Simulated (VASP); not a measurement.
# Ba2CBrO6 (Fm-3m) in VASP: notebook

Ba2CBrO6 is run at these levels: r2SCAN; tasks: single point.

Everything below comes from runs of VASP 6.6.1. Logs are shortened: lines on timing, memory, paths and dates and some standing lists are left out, and cuts for length are marked.

## (1) The cell of the first run

It takes space group Fm-3m (No. 225, cubic). Conventional cell: a = 8.170 Å, b = 8.170 Å, c = 8.170 Å, α = 90.00°, β = 90.00°, γ = 90.00°. Within 2.9 Å of Br (site symmetry m-3m) lie 6 O at 2.16 Å. O (site symmetry 4mm) has 1 C at 1.92 Å and 1 Br at 2.16 Å within 2.5 Å. Within 2.5 Å of C (site symmetry m-3m) lie 6 O at 1.92 Å. Within 3.8 Å of Ba (site symmetry -43m) lie 12 O at 2.89 Å and 4 Br at 3.54 Å and 4 C at 3.54 Å.

## (2) Single point, r2SCAN

POSCAR reads:

```
Ba2CBrO6
1.0
    0.0000000000      4.0848820000      4.0848820000
    4.0848820000      0.0000000000      4.0848820000
    4.0848820000      4.0848820000      0.0000000000
Br O C Ba
1 6 1 2
Direct
    0.5000000000      0.5000000000      0.5000000000
    0.7650000000      0.2350000000      0.2350000000
    0.2350000000      0.7650000000      0.2350000000
    0.2350000000      0.7650000000      0.7650000000
    0.7650000000      0.2350000000      0.7650000000
    0.2350000000      0.2350000000      0.7650000000
    0.7650000000      0.7650000000      0.2350000000
    0.0000000000      0.0000000000      0.0000000000
    0.2500000000      0.2500000000      0.2500000000
    0.7500000000      0.7500000000      0.7500000000
```

INCAR.step1 reads:

```
SYSTEM = Ba2CBrO6
PREC = Accurate
ENCUT = 520
ISMEAR = -1
SIGMA = 0.1
LREAL = .False.
LASPH = .True.
NELM = 80
NBANDS = 44
GGA = PE
ALGO = Normal
EDIFF = 1E-4
LWAVE = .True.
LCHARG = .False.
```

INCAR.step2 reads:

```
SYSTEM = Ba2CBrO6
PREC = Accurate
ENCUT = 520
EDIFF = 1E-7
ISMEAR = -1
SIGMA = 0.1
LREAL = .False.
LASPH = .True.
NELM = 80
ALGO = Normal
ISIF = 2
LWAVE = .False.
LCHARG = .True.
METAGGA = R2SCAN
LMIXTAU = .True.
LELF = .True.
LVHAR = .True.
NBANDS = 44
ISTART = 1
```

KPOINTS reads:

```
Automatic mesh
0
Gamma
  4 4 4
  0 0 0
```

Potentials or basis: VASP PAW PBE potentials, release 64 (Br, O, C, Ba_sv).

On the command line:

```bash
$ cat potpaw_PBE.64/Br/POTCAR potpaw_PBE.64/O/POTCAR potpaw_PBE.64/C/POTCAR potpaw_PBE.64/Ba_sv/POTCAR > POTCAR
$ cp INCAR.step1 INCAR
$ mpirun -np 1 vasp_std > vasp.out
$ cp INCAR.step2 INCAR
$ mpirun -np 1 vasp_std > vasp.out
```

OUTCAR:

```text
SYSTEM = Ba2CBrO6
   PREC = Accurate
   ENCUT = 520
   EDIFF = 1E-7
   ISMEAR = -1
   LREAL = .False.
   LASPH = .True.
   NELM = 80
   ISIF = 2
   METAGGA = R2SCAN
   ISTART = 1

 ion  position               nearest neighbor table
   1  0.500  0.500  0.500-   2 2.16   3 2.16   4 2.16   5 2.16   6 2.16   7 2.16   9 3.54   9 3.54
                             9 3.54   9 3.54  10 3.54  10 3.54  10 3.54  10 3.54
   2  0.765  0.235  0.235-   8 1.92   1 2.16  10 2.89  10 2.89   9 2.89   9 2.89
   3  0.235  0.765  0.235-   8 1.92   1 2.16  10 2.89  10 2.89   9 2.89   9 2.89
   4  0.235  0.765  0.765-   8 1.92   1 2.16  10 2.89  10 2.89   9 2.89   9 2.89
   5  0.765  0.235  0.765-   8 1.92   1 2.16  10 2.89  10 2.89   9 2.89   9 2.89
   6  0.235  0.235  0.765-   8 1.92   1 2.16  10 2.89  10 2.89   9 2.89   9 2.89
   7  0.765  0.765  0.235-   8 1.92   1 2.16  10 2.89  10 2.89   9 2.89   9 2.89
   8  0.000  0.000  0.000-   2 1.92   3 1.92   4 1.92   5 1.92   6 1.92   7 1.92
   9  0.250  0.250  0.250-   2 2.89   5 2.89   7 2.89   3 2.89   4 2.89   7 2.89   4 2.89   5 2.89
                             6 2.89   2 2.89   3 2.89   6 2.89   1 3.54   1 3.54   1 3.54   1 3.54
  10  0.750  0.750  0.750-   4 2.89   5 2.89   7 2.89   2 2.89   3 2.89   7 2.89   2 2.89   5 2.89
                             6 2.89   3 2.89   4 2.89   6 2.89   1 3.54   1 3.54   1 3.54   1 3.54

  LATTYP: Found a face centered cubic cell.
 ALAT       =     8.1697640000

  Lattice vectors:

 A1 = (   0.0000000000,   4.0848820000,   4.0848820000)
 A2 = (   4.0848820000,   0.0000000000,   4.0848820000)
 A3 = (   4.0848820000,   4.0848820000,   0.0000000000)

Analysis of symmetry for initial positions (statically):
=====================================================================
 Subroutine PRICEL returns:
 Original cell was already a primitive cell.

 Routine SETGRP: Setting up the symmetry group for a
 face centered cubic supercell.

 Subroutine GETGRP returns: Found 48 space group operations
 (whereof 48 operations were pure point group operations)
 out of a pool of 48 trial point group operations.

The static configuration has the point symmetry O_h .

Analysis of symmetry for dynamics (positions and initial velocities):
=====================================================================
 Subroutine PRICEL returns:
 Original cell was already a primitive cell.

 Routine SETGRP: Setting up the symmetry group for a
 face centered cubic supercell.

 Subroutine GETGRP returns: Found 48 space group operations
 (whereof 48 operations were pure point group operations)
 out of a pool of 48 trial point group operations.

The dynamic configuration has the point symmetry O_h .

 Subroutine INISYM returns: Found 48 space group operations
 (whereof 48 operations are pure point group operations),
 and found     1 'primitive' translations

----------------------------------------------------------------------------------------

                                     Primitive cell

  volume of cell :     136.3228

  direct lattice vectors                    reciprocal lattice vectors
     0.000000000  4.084882000  4.084882000    -0.122402557  0.122402557  0.122402557
     4.084882000  0.000000000  4.084882000     0.122402557 -0.122402557  0.122402557
     4.084882000  4.084882000  0.000000000     0.122402557  0.122402557 -0.122402557

  length of vectors
     5.776895525  5.776895525  5.776895525     0.212007447  0.212007447  0.212007447

  position of ions in fractional coordinates (direct lattice)
     0.500000000  0.500000000  0.500000000
     0.765000000  0.235000000  0.235000000
     0.235000000  0.765000000  0.235000000
     0.235000000  0.765000000  0.765000000
     0.765000000  0.235000000  0.765000000
     0.235000000  0.235000000  0.765000000
     0.765000000  0.765000000  0.235000000
     0.000000000  0.000000000  0.000000000
     0.250000000  0.250000000  0.250000000
     0.750000000  0.750000000  0.750000000

  ion indices of the primitive-cell ions
   primitive index   ion index
                 1           1
                 2           2
                 3           3
                 4           4
                 5           5
                 6           6
                 7           7
                 8           8
                 9           9
                10          10

----------------------------------------------------------------------------------------

 KPOINTS: Automatic mesh

Automatic generation of k-mesh.
 Grid dimensions read from file:
 generate k-points for:    4    4    4

 Generating k-lattice:

  Cartesian coordinates                     Fractional coordinates (reciprocal lattice)
    -0.030600639  0.030600639  0.030600639     0.250000000  0.000000000  0.000000000
     0.030600639 -0.030600639  0.030600639     0.000000000  0.250000000  0.000000000
     0.030600639  0.030600639 -0.030600639     0.000000000  0.000000000  0.250000000

  Length of vectors
     0.053001862  0.053001862  0.053001862

  Shift w.r.t. Gamma in fractional coordinates (k-lattice)
     0.000000000  0.000000000  0.000000000

 Subroutine IBZKPT returns following result:
 ===========================================

 Found      8 irreducible k-points:

 Following reciprocal coordinates:
            Coordinates               Weight
  0.000000  0.000000  0.000000      1.000000
  0.250000  0.000000  0.000000      8.000000
  0.500000  0.000000  0.000000      4.000000
  0.250000  0.250000  0.000000      6.000000
  0.500000  0.250000  0.000000     24.000000
 -0.250000  0.250000  0.000000     12.000000
  0.500000  0.500000  0.000000      3.000000
 -0.250000  0.500000  0.250000      6.000000
   k-points           NKPTS =      8   k-points in BZ     NKDIM =      8   number of bands    NBANDS=     44
   number of dos      NEDOS =    301   number of ions     NIONS =     10
   total plane-waves  NPLWV = 110592
   dimension x,y,z NGX =    48 NGY =   48 NGZ =   48
   dimension x,y,z NGXF=    96 NGYF=   96 NGZF=   96
   ions per type =               1   6   1   2
   NGX,Y,Z   is equivalent  to a cutoff of  13.81, 13.81, 13.81 a.u.
   NGXF,Y,Z  is equivalent  to a cutoff of  27.63, 27.63, 27.63 a.u.
 SYSTEM =  Ba2CBrO6
   PREC   = accura    normal or accurate (medium, high low for compatibility)
   ISTART =      1    job   : 0-new  1-cont  2-samecut
   ICHARG =      0    charge: 1-file 2-atom 10-const
   ISPIN  =      1    spin polarized calculation?
   LNONCOLLINEAR =      F non collinear calculations
   LSORBIT =      F    spin-orbit coupling
   LASPH  =      T    aspherical Exc in radial PAW
   ENCUT  =  520.0 eV  38.22 Ry    6.18 a.u.  10.74 10.74 10.74*2*pi/ulx,y,z
   NELM   =     80;   NELMIN=  2; NELMDL=  0     # of ELM steps
   EDIFF  = 0.1E-06   stopping-criterion for ELM
   LREAL  =      F    real-space projection
   EDIFFG = 0.1E-05   stopping-criterion for IOM
   NSW    =      0    number of steps for IOM
   IBRION =     -1    ionic relax: 0-MD 1-quasi-New 2-CG
   NFREE  =      0    steps in history (QN), initial steepest desc. (CG)
   ISIF   =      2    stress and relaxation
   ISYM   =      2    0-nonsym 1-usesym 2-fastsym
   POTIM  = 0.5000    time-step for ionic-motion
   TEBEG  =    0.0;   TEEND  =   0.0 temperature during run
   PSTRESS=    0.0 pullay stress
   NELECT =      67.0000    total number of electrons
   NUPDOWN=      -1.0000    fix difference up-down
   EMIN   =  10.00;   EMAX   =-10.00  energy-range for DOS
   EFERMI =   0.00;   METHOD = LEGACY
   ISMEAR =    -1;   SIGMA  =   0.10  broadening in eV -4-tet -1-fermi 0-gaus
   EFERMI_NEDOS =   21; number of points for ismear=-14 and -15
   IALGO  =     38    algorithm
   IMIX   =      4    mixing-type and parameters
     AMIX     =   0.40;   BMIX     =  1.00
     AMIX_MAG =   1.60;   BMIX_MAG =  1.00
  volume/ion in A,a.u.               =      13.63        92.00
  Fermi-wavevector in a.u.,A,eV,Ry     =   1.291944  2.441420 22.709736  1.669118
  Thomas-Fermi vector in A             =   2.423682
   LORBIT       =      0    0 simple, 1 ext, 2 COOP (PROOUT), +10 PAW based schemes
   METAGGA = R2SCAN    functional components
   LHFCALC =     F    Hartree Fock is set to
   AEXX    =    0.0000 exact exchange contribution
   IVDW    =     0    specifies the selected vdW correction
   LEPSILON=     F    determine dielectric tensor
   LRPA    =     F    only Hartree local field effects (RPA)
 non-spin polarized calculation
  energy-cutoff  :      520.00
  volume of cell :      136.32
 maximum number of plane-waves:      3695
 NGX is ok and might be reduce to    48
   NGX = 21   NGY = 21   NGZ = 21

 number of electron      67.0000014 magnetization

 Free energy of the ion-electron system (eV)
  ---------------------------------------------------
  ext. energy  EPLUGINS =         0.00000000
  ---------------------------------------------------
  free energy    TOTEN  =      -118.36642008 eV

  energy without entropy =     -118.24783441  energy(sigma->0) =     -118.30712725

 E-fermi :   2.1545     XC(G=0): -11.3394

 val. band max:        2.1272821310   @ k =   0.0000   0.0000   0.0000
 cond. band min:       2.2491452578   @ k =  -0.2500   0.2500   0.0000
 fundamental gap:      0.1218631269
 Fermi energy:         2.1545096015

 k-point     1 :       0.0000    0.0000    0.0000
  band No.  band energies     occupation
      1     -23.3898      2.00000
      2     -23.1657      2.00000
      3     -17.7672      2.00000
      4     -15.5104      2.00000
      5     -15.5104      2.00000
      6     -15.5104      2.00000
[... 36 lines left out ...]
     43      10.1677      0.00000
     44      10.1677      0.00000

 k-point     2 :       0.2500    0.0000    0.0000
  band No.  band energies     occupation
      1     -23.3469      2.00000
      2     -23.1892      2.00000
      3     -17.6985      2.00000
      4     -16.0773      2.00000
      5     -15.4328      2.00000
      6     -15.4328      2.00000
[... 274 lines left out ...]
 k-point     8 :      -0.2500    0.5000    0.2500
  band No.  band energies     occupation
      1     -23.2504      2.00000
      2     -23.2504      2.00000
      3     -17.5629      2.00000
      4     -16.5155      2.00000
      5     -15.5407      2.00000
      6     -15.5407      2.00000
[... 36 lines left out ...]
     43      11.2012      0.00000
     44      11.2637      0.00000

------------------------ aborting loop because EDIFF is reached ----------------------------------------

  FORCE on cell =-STRESS in cart. coord.  units (eV):
  Direction    XX          YY          ZZ          XY          YZ          ZX
  --------------------------------------------------------------------------------------
  -------------------------------------------------------------------------------------
  Total       -7.3927361     -7.3927361     -7.3927361     -0.0000000      0.0000000     -0.0000000
  in kB      -86.8854875    -86.8854875    -86.8854875     -0.0000000      0.0000000     -0.0000000
  external PRESSURE =     -86.8854875 kB  Pullay stress =       0.0000000 kB

 VOLUME and BASIS-vectors are now :
 -----------------------------------------------------------------------------
  energy-cutoff  :      520.00
  volume of cell :      136.32
      direct lattice vectors                 reciprocal lattice vectors
     0.000000000  4.084882000  4.084882000    -0.122402557  0.122402557  0.122402557
     4.084882000  0.000000000  4.084882000     0.122402557 -0.122402557  0.122402557
     4.084882000  4.084882000  0.000000000     0.122402557  0.122402557 -0.122402557

 POSITION                                       TOTAL-FORCE (eV/Angst)
 -----------------------------------------------------------------------------------
      4.08488      4.08488      4.08488        -0.000000     -0.000000      0.000000
      1.91989      4.08488      4.08488        -0.419846     -0.000000      0.000000
      4.08488      1.91989      4.08488        -0.000000     -0.419846      0.000000
      6.24987      4.08488      4.08488         0.419846     -0.000000      0.000000
      4.08488      6.24987      4.08488        -0.000000      0.419846      0.000000
      4.08488      4.08488      1.91989        -0.000000     -0.000000     -0.419846
      4.08488      4.08488      6.24987        -0.000000     -0.000000      0.419846
      0.00000      0.00000      0.00000        -0.000000     -0.000000      0.000000
      2.04244      2.04244      2.04244        -0.000000     -0.000000      0.000000
      6.12732      6.12732      6.12732        -0.000000      0.000000     -0.000000
 -----------------------------------------------------------------------------------
    total drift:                               -0.000000     -0.000000     -0.000000

  FREE ENERGIE OF THE ION-ELECTRON SYSTEM (eV)
  ---------------------------------------------------
  free  energy   TOTEN  =      -118.3664200807 eV

  energy  without entropy=     -118.2478344109  energy(sigma->0) =     -118.30712725
```

Run time: 4.3 min. Hardware: 1 thread of AMD EPYC 9R45 (Zen 5), shared host; peak memory 0.35 GiB.

What came out:

```
Free energy   : -118.3664 eV
Pressure      : -8.7 GPa
Largest force : 0.420 eV/Å
```

Forces on the atoms (eV/Å):
```
Br   0.000  0.000  0.000
O   -0.420  0.000  0.000
O    0.000 -0.420  0.000
O    0.420  0.000  0.000
O    0.000  0.420  0.000
O    0.000  0.000 -0.420
O    0.000  0.000  0.420
C    0.000  0.000  0.000
Ba   0.000  0.000  0.000
Ba   0.000  0.000  0.000
```

Caveat: the PAW data sets were made with another functional, which shifts forces and pressure a little; spin-orbit coupling is left out, which moves the levels of the heavy elements; an odd number of electrons without spin polarisation forces a metal; a magnetic or distorted state may lie lower.

(Part 1 of 3 ends here.)
